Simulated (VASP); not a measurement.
# Mg (P6_3/mmc) in VASP: a series of runs, part 2 of 2

VASP 6.6.1. Earlier steps stand in the parts before.

**3. Single point, PBEsol**

INCAR reads:

```
PREC = Accurate
ENCUT = 520
EDIFF = 1E-6
ISMEAR = -1
SIGMA = 0.05
LREAL = F
LASPH = T
NELM = 80
ALGO = Normal
ISIF = 2
LWAVE = F
LCHARG = F
GGA = PS
NBANDS = 9
```

KPOINTS reads:

```
Automatic mesh
0
Gamma
  9 9 5
```

POSCAR reads:

```
Mg
1.0
    3.2016984700      0.0000000000      0.0000000000
   -1.6008492300      2.7727522100      0.0000000000
    0.0000000000      0.0000000000      5.1986000000
Mg
2
Direct
    0.3333333300      0.6666666700      0.2500000000
    0.6666666700      0.3333333300      0.7500000000
```

Potentials or basis: VASP PAW PBE potentials, release 64 (Mg).

On the command line:

```bash
$ cat potpaw_PBE.64/Mg/POTCAR > POTCAR
$ mpirun -np 1 vasp_std > vasp.out
```

OUTCAR:

```text
PREC = Accurate
   ENCUT = 520
   EDIFF = 1E-6
   ISMEAR = -1
   LREAL = F
   LASPH = T
   NELM = 80
   ISIF = 2
   GGA = PS

 ion  position               nearest neighbor table
   1  0.333  0.667  0.250-   2 3.19   2 3.19   2 3.19   2 3.19   2 3.19   2 3.19
   2  0.667  0.333  0.750-   1 3.19   1 3.19   1 3.19   1 3.19   1 3.19   1 3.19

  LATTYP: Found a hexagonal cell.
 ALAT       =     3.2016984700
 C/A-ratio  =     1.6237006853

  Lattice vectors:

 A1 = (   3.2016984700,   0.0000000000,   0.0000000000)
 A2 = (  -1.6008492300,   2.7727522100,   0.0000000000)
 A3 = (   0.0000000000,   0.0000000000,   5.1986000000)

Analysis of symmetry for initial positions (statically):
=====================================================================
 Subroutine PRICEL returns:
 Original cell was already a primitive cell.

 Routine SETGRP: Setting up the symmetry group for a
 hexagonal supercell.

 Subroutine GETGRP returns: Found 24 space group operations
 (whereof 12 operations were pure point group operations)
 out of a pool of 24 trial point group operations.

The static configuration has the point symmetry D_3d.
 The point group associated with its full space group is D_6h.

Analysis of symmetry for dynamics (positions and initial velocities):
=====================================================================
 Subroutine PRICEL returns:
 Original cell was already a primitive cell.

 Routine SETGRP: Setting up the symmetry group for a
 hexagonal supercell.

 Subroutine GETGRP returns: Found 24 space group operations
 (whereof 12 operations were pure point group operations)
 out of a pool of 24 trial point group operations.

The dynamic configuration has the point symmetry D_3d.
 The point group associated with its full space group is D_6h.

 Subroutine INISYM returns: Found 24 space group operations
 (whereof 12 operations are pure point group operations),
 and found     1 'primitive' translations

----------------------------------------------------------------------------------------

                                     Primitive cell

  volume of cell :      46.1507

  direct lattice vectors                    reciprocal lattice vectors
     3.201698470  0.000000000  0.000000000     0.312334222  0.180326246  0.000000000
    -1.600849230  2.772752210  0.000000000     0.000000000  0.360652494  0.000000000
     0.000000000  0.000000000  5.198600000     0.000000000  0.000000000  0.192359481

  length of vectors
     3.201698470  3.201698467  5.198600000     0.360652494  0.360652494  0.192359481

  position of ions in fractional coordinates (direct lattice)
     0.333333330  0.666666670  0.250000000
     0.666666670  0.333333330  0.750000000

  ion indices of the primitive-cell ions
   primitive index   ion index
                 1           1
                 2           2

----------------------------------------------------------------------------------------

 KPOINTS: Automatic mesh

Automatic generation of k-mesh.
 Grid dimensions read from file:
 generate k-points for:    9    9    5

 Generating k-lattice:

  Cartesian coordinates                     Fractional coordinates (reciprocal lattice)
     0.034703802  0.020036250  0.000000000     0.111111111  0.000000000  0.000000000
     0.000000000  0.040072499  0.000000000     0.000000000  0.111111111  0.000000000
     0.000000000  0.000000000  0.038471896     0.000000000  0.000000000  0.200000000

  Length of vectors
     0.040072499  0.040072499  0.038471896

  Shift w.r.t. Gamma in fractional coordinates (k-lattice)
     0.000000000  0.000000000  0.000000000

 Subroutine IBZKPT returns following result:
 ===========================================

 Found     36 irreducible k-points:

 Following reciprocal coordinates:
            Coordinates               Weight
  0.000000  0.000000  0.000000      1.000000
  0.111111 -0.000000  0.000000      6.000000
  0.222222  0.000000  0.000000      6.000000
  0.333333  0.000000  0.000000      6.000000
  0.444444  0.000000  0.000000      6.000000
  0.111111  0.111111  0.000000      6.000000
[... 16 lines left out ...]
  0.333333  0.222222  0.200000     24.000000
  0.333333  0.333333  0.200000      4.000000
 [... further k-points ...]
   k-points           NKPTS =     36   k-points in BZ     NKDIM =     36   number of bands    NBANDS=      9
   number of dos      NEDOS =    301   number of ions     NIONS =      2
   total plane-waves  NPLWV =  23040
   dimension x,y,z NGX =    24 NGY =   24 NGZ =   40
   dimension x,y,z NGXF=    48 NGYF=   48 NGZF=   80
   ions per type =               2
   NGX,Y,Z   is equivalent  to a cutoff of  12.46, 12.46, 12.79 a.u.
   NGXF,Y,Z  is equivalent  to a cutoff of  24.92, 24.92, 25.58 a.u.
 SYSTEM =  unknown system
   PREC   = accura    normal or accurate (medium, high low for compatibility)
   ISTART =      0    job   : 0-new  1-cont  2-samecut
   ICHARG =      2    charge: 1-file 2-atom 10-const
   ISPIN  =      1    spin polarized calculation?
   LNONCOLLINEAR =      F non collinear calculations
   LSORBIT =      F    spin-orbit coupling
   LASPH  =      T    aspherical Exc in radial PAW
   ENCUT  =  520.0 eV  38.22 Ry    6.18 a.u.   5.95  5.95  9.67*2*pi/ulx,y,z
   NELM   =     80;   NELMIN=  2; NELMDL= -5     # of ELM steps
   EDIFF  = 0.1E-05   stopping-criterion for ELM
   LREAL  =      F    real-space projection
   EDIFFG = 0.1E-04   stopping-criterion for IOM
   NSW    =      0    number of steps for IOM
   IBRION =     -1    ionic relax: 0-MD 1-quasi-New 2-CG
   NFREE  =      0    steps in history (QN), initial steepest desc. (CG)
   ISIF   =      2    stress and relaxation
   ISYM   =      2    0-nonsym 1-usesym 2-fastsym
   POTIM  = 0.5000    time-step for ionic-motion
   TEBEG  =    0.0;   TEEND  =   0.0 temperature during run
   PSTRESS=    0.0 pullay stress
   NELECT =       4.0000    total number of electrons
   NUPDOWN=      -1.0000    fix difference up-down
   EMIN   =  10.00;   EMAX   =-10.00  energy-range for DOS
   EFERMI =   0.00;   METHOD = LEGACY
   ISMEAR =    -1;   SIGMA  =   0.05  broadening in eV -4-tet -1-fermi 0-gaus
   EFERMI_NEDOS =   21; number of points for ismear=-14 and -15
   IALGO  =     38    algorithm
   IMIX   =      4    mixing-type and parameters
     AMIX     =   0.40;   BMIX     =  1.00
     AMIX_MAG =   1.60;   BMIX_MAG =  1.00
  volume/ion in A,a.u.               =      23.08       155.72
  Fermi-wavevector in a.u.,A,eV,Ry     =   0.724495  1.369097  7.141607  0.524893
  Thomas-Fermi vector in A             =   1.814979
   LORBIT       =      0    0 simple, 1 ext, 2 COOP (PROOUT), +10 PAW based schemes
   GGA     = PS    functional components
   LHFCALC =     F    Hartree Fock is set to
   AEXX    =    0.0000 exact exchange contribution
   IVDW    =     0    specifies the selected vdW correction
   LEPSILON=     F    determine dielectric tensor
   LRPA    =     F    only Hartree local field effects (RPA)
 non-spin polarized calculation
  energy-cutoff  :      520.00
  volume of cell :       46.15
 maximum number of plane-waves:      1269
 NGX is ok and might be reduce to    24
   NGX = 11   NGY = 11   NGZ = 19

 number of electron       4.0000000 magnetization

 Free energy of the ion-electron system (eV)
  ---------------------------------------------------
  ext. energy  EPLUGINS =         0.00000000
  ---------------------------------------------------
  free energy    TOTEN  =        -3.44138948 eV

  energy without entropy =       -3.43458946  energy(sigma->0) =       -3.43798947

 E-fermi :   2.5172     XC(G=0):  -8.5176

 val. band max:        2.5033444933   @ k =   0.4444   0.0000   0.4000
 cond. band min:       2.6181651077   @ k =   0.4444   0.1111   0.4000
 fundamental gap:      0.1148206144
 Fermi energy:         2.5171809455

 k-point     1 :       0.0000    0.0000    0.0000
  band No.  band energies     occupation
      1      -4.3414      2.00000
      2       0.8880      2.00000
      3       1.3260      2.00000
      4      13.4623      0.00000
      5      13.4623      0.00000
      6      13.5698      0.00000
      7      13.5698      0.00000
      8      14.3534      0.00000
      9      15.9560      0.00000
[... 265 lines left out ...]
 k-point    24 :       0.3333    0.3333    0.2000
  band No.  band energies     occupation
      1       2.1524      1.99864
      2       2.1655      1.99824
      3       2.1655      1.99824
      4       5.2459      0.00000
      5       5.5591      0.00000
      6       5.5591      0.00000
      7       9.4396      0.00000
      8      10.0164      0.00000
      9      10.0164      0.00000

 [... further k-points ...]

------------------------ aborting loop because EDIFF is reached ----------------------------------------

  FORCE on cell =-STRESS in cart. coord.  units (eV):
  Direction    XX          YY          ZZ          XY          YZ          ZX
  --------------------------------------------------------------------------------------
  -------------------------------------------------------------------------------------
  Total       -0.2898746     -0.2898746     -0.2527243     -0.0000000      0.0000000      0.0000000
  in kB      -10.0633579    -10.0633579     -8.7736383     -0.0000000      0.0000000      0.0000000
  external PRESSURE =      -9.6334514 kB  Pullay stress =       0.0000000 kB

 VOLUME and BASIS-vectors are now :
 -----------------------------------------------------------------------------
  energy-cutoff  :      520.00
  volume of cell :       46.15
      direct lattice vectors                 reciprocal lattice vectors
     3.201698470  0.000000000  0.000000000     0.312334222  0.180326246  0.000000000
    -1.600849230  2.772752210  0.000000000     0.000000000  0.360652494  0.000000000
     0.000000000  0.000000000  5.198600000     0.000000000  0.000000000  0.192359481

 POSITION                                       TOTAL-FORCE (eV/Angst)
 -----------------------------------------------------------------------------------
     -0.00000      1.84850      1.29965        -0.000000      0.000000      0.000000
      1.60085      0.92425      3.89895         0.000000     -0.000000      0.000000
 -----------------------------------------------------------------------------------
    total drift:                                0.000000     -0.000000      0.000000

  FREE ENERGIE OF THE ION-ELECTRON SYSTEM (eV)
  ---------------------------------------------------
  free  energy   TOTEN  =        -3.4413894755 eV

  energy  without entropy=       -3.4345894599  energy(sigma->0) =       -3.43798947
```

Run time: 12 s. Hardware: 1 thread of AMD EPYC 7R13, shared host; peak memory 0.13 GiB.

What came out:

```
Free energy            : -3.4414 eV
Pressure               : -1.0 GPa
Band gap on the k mesh : zero (band 2 reaches 3.55 eV, above the bottom of band 3 at 1.33 eV)
```

Caveat: the PAW data sets were made with another functional, which shifts forces and pressure a little.

**4. Single point, PBEsol**

INCAR reads:

```
SYSTEM = Mg
ALGO = Normal
EDIFF = 1E-6
ENCUT = 520
GGA = PS
ISIF = 2
ISMEAR = -1
LASPH = .True.
LCHARG = .True.
LELF = .True.
LREAL = .False.
LVHAR = .True.
LWAVE = .False.
NBANDS = 9
NELM = 100
PREC = Accurate
SIGMA = 0.05
```

KPOINTS reads:

```
k-points
0
Gamma
  9 9 5
  0 0 0
```

POSCAR is that of step 3.

On the command line:

```bash
$ cat potpaw_PBE.64/Mg/POTCAR > POTCAR
$ mpirun -np 1 vasp_std > vasp.out
```

It took 14 s on 1 thread of AMD EPYC 7R13, shared host; peak memory 0.13 GiB.

Results (log left out):

```yaml
Free_energy: -3.4414 eV
Pressure: -1.0 GPa
Band_gap_on_the_k_mesh: zero (band 2 reaches 3.55 eV, above the bottom of band 3 at 1.33 eV)
```

Stress tensor (GPa, compression positive):
```
-1.01  0.00  0.00
 0.00 -1.01  0.00
 0.00  0.00 -0.88
```

Levels at points of the mesh, in eV from the Fermi level:
```csv
k point,band 1,band 2,band 3,band 4,band 5,band 6,band 7
"(0.00, 0.00, 0.00)",-6.86,-1.63,-1.19,10.95,10.95,11.05,11.05
```

Caveat: the PAW data sets were made with another functional, which shifts forces and pressure a little.

**5. Single point, PBEsol**

INCAR reads:

```
SYSTEM = Mg
PREC = Accurate ; ENCUT = 520
EDIFF = 1E-6 ; ISMEAR = 1
SIGMA = 0.05 ; LREAL = .False.
LASPH = .True. ; NELM = 60
ALGO = Normal ; ISIF = 2
LWAVE = .False. ; LCHARG = .True.
GGA = PS ; LELF = .True.
LVHAR = .True. ; NBANDS = 9
```

KPOINTS reads:

```
Automatic mesh
0
Gamma
  9 9 5
  0 0 0
```

POSCAR is that of step 4.

On the command line:

```bash
$ cat potpaw_PBE.64/Mg/POTCAR > POTCAR
$ mpirun -np 1 vasp_std > vasp.out
```

Run time: 13 s. Hardware: 1 thread of AMD EPYC 7R13, shared host; peak memory 0.13 GiB.

Results (log left out):

- Free energy: -3.4382 eV
- Pressure: -1.0 GPa
- Band gap on the k mesh: zero (band 2 reaches 3.55 eV, above the bottom of band 3 at 1.33 eV)

Stress tensor (GPa, compression positive):
```
-1.15  0.00  0.00
 0.00 -1.15  0.00
 0.00  0.00 -0.71
```

Levels at points of the mesh, in eV from the Fermi level:
| k point | band 1 | band 2 | band 3 | band 4 | band 5 | band 6 | band 7 |
| --- | --- | --- | --- | --- | --- | --- | --- |
| (0.00, 0.00, 0.00) | -6.85 | -1.62 | -1.18 | 10.96 | 10.96 | 11.06 | 11.06 |

Caveat: the PAW data sets were made with another functional, which shifts forces and pressure a little.

**6. Summary**

```csv
k mesh,smearing,gap on the mesh (eV),pressure (GPa)
5 × 5 × 3,fermi-dirac 0.05 eV,none,-0.9
9 × 9 × 5,fermi-dirac 0.05 eV,none,-1.0
9 × 9 × 5,methfessel-paxton 0.05 eV,none,-1.0
```

Alike in all rows: task single point; level PBEsol; potentials or basis VASP PAW PBE potentials, release 64 (Mg); no spin polarisation; cell as given; cutoff (eV) 520.

Caveats: some runs use coarse meshes; the PAW data sets were made with another functional, which shifts forces and pressure a little.

Absolute energies hang on the potentials; compare differences alone.
